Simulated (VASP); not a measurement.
Input of a VASP 6.6.1 run:

INCAR

```
PREC     = Accurate       # precision mode
ENCUT    = 520            # plane-wave cutoff, eV
EDIFF    = 1E-6           # SCF threshold, eV
ISMEAR   = 0              # smearing method
SIGMA    = 0.1            # smearing width, eV
LREAL    = False          # projectors in reciprocal space
LASPH    = True           # aspherical terms in the spheres
NELM     = 80             # most SCF steps
ALGO     = Fast           # electronic algorithm
ISIF     = 2              # what is computed and relaxed
LWAVE    = False          # write WAVECAR
LCHARG   = False          # write CHGCAR
GGA      = PE             # functional
NBANDS   = 11             # bands
```

KPOINTS

```
Automatic mesh
0
Gamma
  26 26 26
```

POSCAR

```
Pt
1.0
   -1.7657775103      1.7657775103      1.3951750010
    1.7657775103     -1.7657775103      1.3951750010
    1.7657775103      1.7657775103     -1.3951750010
Pt
1
Direct
    0.0000000000      0.0000000000      0.0000000000
```

Potentials or basis: VASP PAW PBE potentials, release 64 (Pt).

Command:

```sh
$ cat potpaw_PBE.64/Pt/POTCAR > POTCAR
$ mpirun -np 1 vasp_std > vasp.out
```

(1) What does it give for the pressure?

(2) What does it give for the band gap on the k mesh?

## Answers

(1) -17.8 GPa.

(2) zero (bands 5 and 6 overlap by 1.71 eV).

Caveat: the cell stands under tension; spin-orbit coupling is left out, which moves the levels of the heavy elements.
